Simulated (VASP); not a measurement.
# W: single point with PBEsol

The system is W.

```xyz
1
Lattice="-1.6192 1.6192 1.5544 1.6192 -1.6192 1.5544 1.6192 1.6192 -1.5544" Properties=species:S:1:pos:R:3 pbc="T T T"
W     0.0000    0.0000    0.0000
```

This cell differs from its parent crystal: ratio of the length along z to the lengths across it x 0.96, volume and fractional coordinates fixed.

```yaml
Program: VASP 6.6.1
Task: single point
Functional: PBEsol
Potentials_or_basis: VASP PAW PBE potentials, release 64 (W_sv)
Cutoff: 520 eV
k_mesh: 24 × 24 × 24
Occupations: gaussian, width 0.15 eV
Spin: no spin polarisation
```

- Pressure: -10.7 GPa
- Band gap on the k mesh: zero (band 7 reaches 15.80 eV, above the bottom of band 8 at 9.74 eV)

Stress tensor (GPa, compression positive):
```
-15.09   0.00   0.00
  0.00 -15.09   0.00
  0.00   0.00  -1.79
```

Levels at points of the mesh, in eV from the Fermi level:
| k point | band 4 | band 5 | band 6 | band 7 | band 8 | band 9 | band 10 | band 11 |
| --- | --- | --- | --- | --- | --- | --- | --- | --- |
| (0.00, 0.00, 0.00) | -37.79 | -9.52 | -1.55 | -1.02 | -1.02 | 1.77 | 2.48 | 14.21 |
| (0.50, 0.00, 0.00) | -37.83 | -6.13 | -3.64 | 0.69 | 2.12 | 3.24 | 5.91 | 10.70 |
| (0.50, 0.50, 0.00) | -37.80 | -6.15 | -3.09 | 0.37 | 1.56 | 2.73 | 5.81 | 10.39 |
| (0.50, 0.50, 0.50) | -38.55 | -5.71 | -5.60 | 4.90 | 4.90 | 5.07 | 7.64 | 7.64 |

Run time: 3 min on 1 thread of Intel Xeon 6975P-C (shared host), peak memory 0.32 GiB.

Caveat: the PAW data sets were made with another functional, which shifts forces and pressure a little; spin-orbit coupling is left out, which moves the levels of the heavy elements.
